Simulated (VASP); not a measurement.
# BaF2 (Frankdicksonite) (Fm-3m) in VASP: further runs

Runs on BaF2 (Frankdicksonite). Level: PBE. Tasks: single point.

All numbers are computed with VASP 6.6.1; they aren't measurements. Logs are shortened: lines on timing, memory, paths and dates and some standing lists are left out, and cuts for length are marked.

## (1) The cell of the first run

Symmetry: Fm-3m, No. 225, cubic system. Conventional cell: a = 6.194 Å, b = 6.194 Å, c = 6.194 Å, α = 90.00°, β = 90.00°, γ = 90.00°. Within 3.5 Å of Ba (site symmetry m-3m) lie 8 F at 2.68 Å. Within 3.5 Å of F (site symmetry -43m) lie 4 Ba at 2.68 Å and 6 F at 3.10 Å.

## (2) Single point, PBE

File INCAR:

```
PREC     = Accurate       # precision mode
ENCUT    = 600            # plane-wave cutoff, eV
EDIFF    = 1E-6           # SCF threshold, eV
ISMEAR   = 0              # smearing method
SIGMA    = 0.01           # smearing width, eV
LREAL    = False          # projectors in reciprocal space
LASPH    = True           # aspherical terms in the spheres
NELM     = 120            # most SCF steps
ALGO     = Normal         # electronic algorithm
ISIF     = 2              # what is computed and relaxed
LWAVE    = False          # write WAVECAR
LCHARG   = False          # write CHGCAR
GGA      = PE             # functional
NBANDS   = 19             # bands
GGA_COMPAT= False
```

File KPOINTS:

```
Automatic mesh
0
Gamma
  6 6 6
```

File POSCAR:

```
BaF2
1.0
    0.0000000000      3.0971612425      3.0971612425
    3.0971612425      0.0000000000      3.0971612425
    3.0971612425      3.0971612425      0.0000000000
Ba F
1 2
Direct
    0.0000000000      0.0000000000      0.0000000000
    0.2500000000      0.2500000000      0.2500000000
    0.7500000000      0.7500000000      0.7500000000
```

Potentials or basis: VASP PAW PBE potentials, release 64 (Ba_sv, F).

Command:

```sh
$ cat potpaw_PBE.64/Ba_sv/POTCAR potpaw_PBE.64/F/POTCAR > POTCAR
$ mpirun -np 1 vasp_std > vasp.out
```

OUTCAR:

```text
PREC = Accurate
   ENCUT = 600
   EDIFF = 1E-6
   ISMEAR = 0
   LREAL = False
   LASPH = True
   NELM = 120
   ISIF = 2
   GGA = PE

 ion  position               nearest neighbor table
   1  0.000  0.000  0.000-   3 2.68   3 2.68   3 2.68   2 2.68   3 2.68   2 2.68   2 2.68   2 2.68

   2  0.250  0.250  0.250-   1 2.68   1 2.68   1 2.68   1 2.68
   3  0.750  0.750  0.750-   1 2.68   1 2.68   1 2.68   1 2.68

  LATTYP: Found a face centered cubic cell.
 ALAT       =     6.1943224850

  Lattice vectors:

 A1 = (   0.0000000000,   3.0971612425,   3.0971612425)
 A2 = (   3.0971612425,   0.0000000000,   3.0971612425)
 A3 = (   3.0971612425,   3.0971612425,   0.0000000000)

Analysis of symmetry for initial positions (statically):
=====================================================================
 Subroutine PRICEL returns:
 Original cell was already a primitive cell.

 Routine SETGRP: Setting up the symmetry group for a
 face centered cubic supercell.

 Subroutine GETGRP returns: Found 48 space group operations
 (whereof 48 operations were pure point group operations)
 out of a pool of 48 trial point group operations.

The static configuration has the point symmetry O_h .

Analysis of symmetry for dynamics (positions and initial velocities):
=====================================================================
 Subroutine PRICEL returns:
 Original cell was already a primitive cell.

 Routine SETGRP: Setting up the symmetry group for a
 face centered cubic supercell.

 Subroutine GETGRP returns: Found 48 space group operations
 (whereof 48 operations were pure point group operations)
 out of a pool of 48 trial point group operations.

The dynamic configuration has the point symmetry O_h .

 Subroutine INISYM returns: Found 48 space group operations
 (whereof 48 operations are pure point group operations),
 and found     1 'primitive' translations

----------------------------------------------------------------------------------------

                                     Primitive cell

  volume of cell :      59.4185

  direct lattice vectors                    reciprocal lattice vectors
     0.000000000  3.097161242  3.097161242    -0.161438156  0.161438156  0.161438156
     3.097161242  0.000000000  3.097161242     0.161438156 -0.161438156  0.161438156
     3.097161242  3.097161242  0.000000000     0.161438156  0.161438156 -0.161438156

  length of vectors
     4.380047434  4.380047434  4.380047434     0.279619089  0.279619089  0.279619089

  position of ions in fractional coordinates (direct lattice)
     0.000000000  0.000000000  0.000000000
     0.250000000  0.250000000  0.250000000
     0.750000000  0.750000000  0.750000000

  ion indices of the primitive-cell ions
   primitive index   ion index
                 1           1
                 2           2
                 3           3

----------------------------------------------------------------------------------------

 KPOINTS: Automatic mesh

Automatic generation of k-mesh.
 Grid dimensions read from file:
 generate k-points for:    6    6    6

 Generating k-lattice:

  Cartesian coordinates                     Fractional coordinates (reciprocal lattice)
    -0.026906359  0.026906359  0.026906359     0.166666667  0.000000000  0.000000000
     0.026906359 -0.026906359  0.026906359     0.000000000  0.166666667  0.000000000
     0.026906359  0.026906359 -0.026906359     0.000000000  0.000000000  0.166666667

  Length of vectors
     0.046603181  0.046603181  0.046603181

  Shift w.r.t. Gamma in fractional coordinates (k-lattice)
     0.000000000  0.000000000  0.000000000

 Subroutine IBZKPT returns following result:
 ===========================================

 Found     16 irreducible k-points:

 Following reciprocal coordinates:
            Coordinates               Weight
  0.000000  0.000000  0.000000      1.000000
  0.166667  0.000000  0.000000      8.000000
  0.333333  0.000000  0.000000      8.000000
  0.500000  0.000000  0.000000      4.000000
  0.166667  0.166667  0.000000      6.000000
  0.333333  0.166667  0.000000     24.000000
[... 8 lines left out ...]
 -0.333333  0.333333  0.166667     24.000000
 -0.333333  0.500000  0.166667     12.000000
   k-points           NKPTS =     16   k-points in BZ     NKDIM =     16   number of bands    NBANDS=     19
   number of dos      NEDOS =    301   number of ions     NIONS =      3
   total plane-waves  NPLWV =  46656
   dimension x,y,z NGX =    36 NGY =   36 NGZ =   36
   dimension x,y,z NGXF=    72 NGYF=   72 NGZF=   72
   ions per type =               1   2
   NGX,Y,Z   is equivalent  to a cutoff of  13.66, 13.66, 13.66 a.u.
   NGXF,Y,Z  is equivalent  to a cutoff of  27.33, 27.33, 27.33 a.u.
 SYSTEM =  unknown system
   PREC   = accura    normal or accurate (medium, high low for compatibility)
   ISTART =      0    job   : 0-new  1-cont  2-samecut
   ICHARG =      2    charge: 1-file 2-atom 10-const
   ISPIN  =      1    spin polarized calculation?
   LNONCOLLINEAR =      F non collinear calculations
   LSORBIT =      F    spin-orbit coupling
   LASPH  =      T    aspherical Exc in radial PAW
   ENCUT  =  600.0 eV  44.10 Ry    6.64 a.u.   8.75  8.75  8.75*2*pi/ulx,y,z
   NELM   =    120;   NELMIN=  2; NELMDL= -5     # of ELM steps
   EDIFF  = 0.1E-05   stopping-criterion for ELM
   LREAL  =      F    real-space projection
   EDIFFG = 0.1E-04   stopping-criterion for IOM
   NSW    =      0    number of steps for IOM
   IBRION =     -1    ionic relax: 0-MD 1-quasi-New 2-CG
   NFREE  =      0    steps in history (QN), initial steepest desc. (CG)
   ISIF   =      2    stress and relaxation
   ISYM   =      2    0-nonsym 1-usesym 2-fastsym
   POTIM  = 0.5000    time-step for ionic-motion
   TEBEG  =    0.0;   TEEND  =   0.0 temperature during run
   PSTRESS=    0.0 pullay stress
   NELECT =      24.0000    total number of electrons
   NUPDOWN=      -1.0000    fix difference up-down
   EMIN   =  10.00;   EMAX   =-10.00  energy-range for DOS
   EFERMI =   0.00;   METHOD = LEGACY
   ISMEAR =     0;   SIGMA  =   0.01  broadening in eV -4-tet -1-fermi 0-gaus
   EFERMI_NEDOS =   21; number of points for ismear=-14 and -15
   IALGO  =     38    algorithm
   IMIX   =      4    mixing-type and parameters
     AMIX     =   0.40;   BMIX     =  1.00
     AMIX_MAG =   1.60;   BMIX_MAG =  1.00
  volume/ion in A,a.u.               =      19.81       133.66
  Fermi-wavevector in a.u.,A,eV,Ry     =   1.210147  2.286846 19.925127  1.464456
  Thomas-Fermi vector in A             =   2.345703
   LORBIT       =      0    0 simple, 1 ext, 2 COOP (PROOUT), +10 PAW based schemes
   GGA     = PE    functional components
   LHFCALC =     F    Hartree Fock is set to
   AEXX    =    0.0000 exact exchange contribution
   IVDW    =     0    specifies the selected vdW correction
   LEPSILON=     F    determine dielectric tensor
   LRPA    =     F    only Hartree local field effects (RPA)
 non-spin polarized calculation
 Gauss-broadening in eV      SIGMA  =   0.01
  energy-cutoff  :      600.00
  volume of cell :       59.42
 maximum number of plane-waves:      2012
   NGX = 17   NGY = 17   NGZ = 17

 number of electron      24.0000001 magnetization

 Free energy of the ion-electron system (eV)
  ---------------------------------------------------
  ext. energy  EPLUGINS =         0.00000000
  ---------------------------------------------------
  free energy    TOTEN  =       -17.11004482 eV

  energy without entropy =      -17.11004482  energy(sigma->0) =      -17.11004482

 E-fermi :  -1.9901     XC(G=0):  -8.7135

 val. band max:       -2.0740939917   @ k =  -0.1667   0.1667   0.0000
 cond. band min:       4.7152418324   @ k =   0.0000   0.0000   0.0000
 fundamental gap:      6.7893358241
 Fermi energy:        -1.9900857501

 k-point     1 :       0.0000    0.0000    0.0000
  band No.  band energies     occupation
      1     -25.1532      2.00000
      2     -20.9984      2.00000
      3     -20.9462      2.00000
      4      -9.9866      2.00000
      5      -9.9866      2.00000
      6      -9.9866      2.00000
[... 11 lines left out ...]
     18       9.3472      0.00000
     19      13.4028      0.00000

 k-point     2 :       0.1667    0.0000    0.0000
  band No.  band energies     occupation
      1     -25.1020      2.00000
      2     -21.0301      2.00000
      3     -21.0047      2.00000
      4     -10.0342      2.00000
      5     -10.0282      2.00000
      6     -10.0282      2.00000
[... 11 lines left out ...]
     18       9.3725      0.00000
     19      12.3649      0.00000

 k-point     3 :       0.3333    0.0000    0.0000
  band No.  band energies     occupation
      1     -24.9939      2.00000
      2     -21.1664      2.00000
      3     -21.0552      2.00000
      4     -10.1150      2.00000
      5     -10.1082      2.00000
      6     -10.1082      2.00000
[... 11 lines left out ...]
     18       9.4633      0.00000
     19      11.4591      0.00000

 k-point     4 :       0.5000    0.0000    0.0000
  band No.  band energies     occupation
      1     -24.9365      2.00000
      2     -21.2431      2.00000
      3     -21.0756      2.00000
      4     -10.1494      2.00000
      5     -10.1466      2.00000
      6     -10.1466      2.00000
[... 11 lines left out ...]
     18       9.5365      0.00000
     19      11.8672      0.00000

 k-point     5 :       0.1667    0.1667    0.0000
  band No.  band energies     occupation
      1     -25.0847      2.00000
      2     -21.0345      2.00000
      3     -21.0302      2.00000
      4     -10.0917      2.00000
      5     -10.0917      2.00000
      6      -9.9498      2.00000
[... 11 lines left out ...]
     18       9.4503      0.00000
     19      13.4573      0.00000

 k-point     6 :       0.3333    0.1667    0.0000
  band No.  band energies     occupation
      1     -24.9946      2.00000
      2     -21.1443      2.00000
      3     -21.0756      2.00000
      4     -10.1816      2.00000
      5     -10.1809      2.00000
      6      -9.9720      2.00000
[... 11 lines left out ...]
     18       9.6146      0.00000
     19      12.1068      0.00000

 k-point     7 :       0.5000    0.1667    0.0000
  band No.  band energies     occupation
      1     -24.9181      2.00000
      2     -21.2321      2.00000
      3     -21.1173      2.00000
      4     -10.2117      2.00000
      5     -10.2080      2.00000
      6     -10.0664      2.00000
[... 11 lines left out ...]
     18       9.9887      0.00000
     19      11.8080      0.00000

 k-point     8 :      -0.3333    0.1667    0.0000
  band No.  band energies     occupation
      1     -24.9375      2.00000
      2     -21.2024      2.00000
      3     -21.1147      2.00000
      4     -10.1607      2.00000
      5     -10.1486      2.00000
      6     -10.1407      2.00000
[... 80 lines left out ...]
 k-point    12 :      -0.3333    0.3333    0.0000
  band No.  band energies     occupation
      1     -24.8795      2.00000
      2     -21.2275      2.00000
      3     -21.1859      2.00000
      4     -10.2684      2.00000
      5     -10.2578      2.00000
      6     -10.0382      2.00000
[... 11 lines left out ...]
     18      11.2719      0.00000
     19      12.5982      0.00000

 k-point    13 :       0.5000    0.5000    0.0000
  band No.  band energies     occupation
      1     -24.8600      2.00000
      2     -21.3185      2.00000
      3     -21.1235      2.00000
      4     -10.3814      2.00000
      5     -10.3814      2.00000
      6      -9.8237      2.00000
[... 11 lines left out ...]
     18      10.8698      0.00000
     19      12.8696      0.00000

 k-point    14 :       0.5000    0.3333    0.1667
  band No.  band energies     occupation
      1     -24.9189      2.00000
      2     -21.2093      2.00000
      3     -21.1384      2.00000
      4     -10.2868      2.00000
      5     -10.2015      2.00000
      6     -10.0002      2.00000
[... 11 lines left out ...]
     18      10.3768      0.00000
     19      12.4316      0.00000

 k-point    15 :      -0.3333    0.3333    0.1667
  band No.  band energies     occupation
      1     -24.8795      2.00000
      2     -21.2278      2.00000
      3     -21.1856      2.00000
      4     -10.3378      2.00000
      5     -10.1134      2.00000
      6     -10.1132      2.00000
[... 11 lines left out ...]
     18      11.3483      0.00000
     19      11.9949      0.00000

 k-point    16 :      -0.3333    0.5000    0.1667
  band No.  band energies     occupation
      1     -24.8599      2.00000
      2     -21.2710      2.00000
      3     -21.1735      2.00000
      4     -10.3939      2.00000
      5     -10.2412      2.00000
      6      -9.9623      2.00000
[... 11 lines left out ...]
     18      12.4107      0.00000
     19      12.6746      0.00000

------------------------ aborting loop because EDIFF is reached ----------------------------------------

  FORCE on cell =-STRESS in cart. coord.  units (eV):
  Direction    XX          YY          ZZ          XY          YZ          ZX
  --------------------------------------------------------------------------------------
  -------------------------------------------------------------------------------------
  Total        0.9120200      0.9120200      0.9120200     -0.0000000      0.0000000      0.0000000
  in kB       24.5919813     24.5919813     24.5919813     -0.0000000      0.0000000      0.0000000
  external PRESSURE =      24.5919813 kB  Pullay stress =       0.0000000 kB

 VOLUME and BASIS-vectors are now :
 -----------------------------------------------------------------------------
  energy-cutoff  :      600.00
  volume of cell :       59.42
      direct lattice vectors                 reciprocal lattice vectors
     0.000000000  3.097161242  3.097161242    -0.161438156  0.161438156  0.161438156
     3.097161242  0.000000000  3.097161242     0.161438156 -0.161438156  0.161438156
     3.097161242  3.097161242  0.000000000     0.161438156  0.161438156 -0.161438156

 POSITION                                       TOTAL-FORCE (eV/Angst)
 -----------------------------------------------------------------------------------
      0.00000      0.00000      0.00000        -0.000000     -0.000000     -0.000000
      1.54858      1.54858      1.54858        -0.000000     -0.000000     -0.000000
      4.64574      4.64574      4.64574         0.000000      0.000000      0.000000
 -----------------------------------------------------------------------------------
    total drift:                                0.000000      0.000000      0.000000

  FREE ENERGIE OF THE ION-ELECTRON SYSTEM (eV)
  ---------------------------------------------------
  free  energy   TOTEN  =       -17.1100448151 eV

  energy  without entropy=      -17.1100448151  energy(sigma->0) =      -17.11004482
```

Run time: 19 s. Hardware: 1 thread of Intel Xeon Platinum 8375C at 2.90GHz (Ice Lake), shared host; peak memory 0.21 GiB.

What came out:

- Free energy: -17.1100 eV
- Pressure: 2.5 GPa
- Band gap on the k mesh: 6.79 eV, indirect (least direct gap 6.86 eV)

Levels at points of the mesh, in eV from the valence-band top:
| k point | band 9 | band 10 | band 11 | band 12 | band 13 | band 14 | band 15 | band 16 |
| --- | --- | --- | --- | --- | --- | --- | --- | --- |
| (0.00, 0.00, 0.00) | -1.49 | -0.07 | -0.07 | -0.07 | 6.79 | 9.20 | 9.20 | 11.42 |
| (0.50, 0.00, 0.00) | -0.66 | -0.34 | -0.15 | -0.15 | 9.13 | 9.20 | 9.20 | 9.81 |
| (0.50, 0.50, 0.00) | -0.35 | -0.32 | -0.32 | -0.12 | 7.26 | 9.03 | 10.69 | 11.98 |

Caveat: spin-orbit coupling is left out, which moves the levels of the heavy elements. As with any semilocal functional, this PBE gap is likely too small.

## (3) Single point, PBE

File INCAR:

```
SYSTEM = BaF2
PREC = Accurate ; ENCUT = 600
EDIFF = 1E-6 ; ISMEAR = 0
SIGMA = 0.01 ; LREAL = .FALSE.
LASPH = .TRUE. ; NELM = 120
ALGO = Normal ; ISIF = 2
LWAVE = .FALSE. ; LCHARG = .TRUE.
GGA = PE ; LELF = .TRUE.
LVHAR = .TRUE. ; NBANDS = 19
GGA_COMPAT = .FALSE.
```

File KPOINTS:

```
Automatic mesh
0
G
  6 6 6
  0 0 0
```

POSCAR is that of step 2.

Potentials or basis: VASP PAW PBE potentials, release 64 (Ba_sv, F).

Command:

```sh
$ cat potpaw_PBE.64/Ba_sv/POTCAR potpaw_PBE.64/F/POTCAR > POTCAR
$ mpirun -np 1 vasp_std > vasp.out
```

Wall time 25 s (1 thread of Intel Xeon Platinum 8375C at 2.90GHz (Ice Lake), shared host); peak memory 0.2 GiB.

The run converged. Its results:

- Free energy: -17.1100 eV
- Pressure: 2.5 GPa
- Band gap on the k mesh: 6.79 eV, indirect (least direct gap 6.86 eV)

Levels at points of the mesh, in eV from the valence-band top:
| k point | band 9 | band 10 | band 11 | band 12 | band 13 | band 14 | band 15 | band 16 |
| --- | --- | --- | --- | --- | --- | --- | --- | --- |
| (0.00, 0.00, 0.00) | -1.49 | -0.07 | -0.07 | -0.07 | 6.79 | 9.20 | 9.20 | 11.42 |
| (0.50, 0.00, 0.00) | -0.66 | -0.34 | -0.15 | -0.15 | 9.13 | 9.20 | 9.20 | 9.81 |
| (0.50, 0.50, 0.00) | -0.35 | -0.32 | -0.32 | -0.12 | 7.26 | 9.03 | 10.69 | 11.98 |

Caveat: spin-orbit coupling is left out, which moves the levels of the heavy elements. A k mesh can miss the band edges.
